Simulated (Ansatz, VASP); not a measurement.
**Two plane-wave programs on ZrZnN**

The input INCAR:

```
PREC = Accurate
ENCUT = 600
EDIFF = 1E-6
ISMEAR = 0
SIGMA = 0.1
LREAL = False
LASPH = True
NELM = 100
ALGO = Normal
ISIF = 3
LWAVE = False
LCHARG = False
GGA = PE
IBRION = 2
NSW = 100
EDIFFG = -0.01
```

Contents of KPOINTS:

```
Automatic mesh
0
Gamma
  12 12 10
```

Contents of POSCAR:

```
ZrZnN
1.0
    3.5806671661      0.0000000000      0.0000000000
   -1.7903335830      3.1009487283      0.0000000000
    0.0000000000      0.0000000000      4.7346009354
Zr Zn N
1 1 1
Direct
    0.0000000000      0.0000000000      0.5000000000
    0.3333333333      0.6666666667      0.0000000000
    0.6666666667      0.3333333333      0.5000000000
```

Input for Ansatz:

```yaml
crystal:
  lattice:
    - [3.5806674816, 0.0, 0.0]
    - [-1.7903337408, 3.1009490015, 0.0]
    - [0.0, 0.0, 4.7346009584]
  atoms:
    - { symbol: Zr, position: [0.0, 0.0, 0.5] }
    - { symbol: Zn, position: [0.3333333333, 0.6666666667, 0.0] }
    - { symbol: "N", position: [0.6666666667, 0.3333333333, 0.5] }
basis:
  ecutwfc: 420
kpoints:
  mp_grid: { grid: [12, 12, 10] }
hamiltonian:
  xc: pbe
scf:
  occupations: { method: gaussian, width: 0.1 }
output:
  forces: true
  stress: true
  eigenvalues: true
  write_density: true
  write_potential: true
  elf: true
  volumetric_format: npy
relax:
  adjacent_minimum: "off"
  f_tol: 0.01
  max_steps: 80
  cell: { stress_tol: 0.05 }
```

Change from the starting cell: species swapped into the TaBeB type (P-6m2, No. 187).

Alike in both runs: task relaxation of cell and atoms; functional PBE; k mesh 12 × 12 × 10; occupations gaussian, width 0.1 eV; no spin polarisation.

|  | VASP | Ansatz |
| --- | --- | --- |
| version | VASP 6.6.1 | Ansatz 0.2.0 |
| potentials or method | VASP PAW PBE potentials, release 64 (Zr_sv, Zn, N), cutoff 600 eV | scalar-relativistic, plane waves, PAW |
| valence electrons in the cell | 29 | 29 |

```tsv
	VASP	Ansatz	Ansatz less VASP
gap on the k mesh at the Fermi level, each at its own relaxed structure (eV)	none	none	-
relaxed volume (Å³/atom)	17.51	17.51	-0.005
relaxed cell length with the largest relative difference (Å)	4.722	4.724	+0.0020
```

A gap of «none» marks a metal or a gap that the smearing closes.
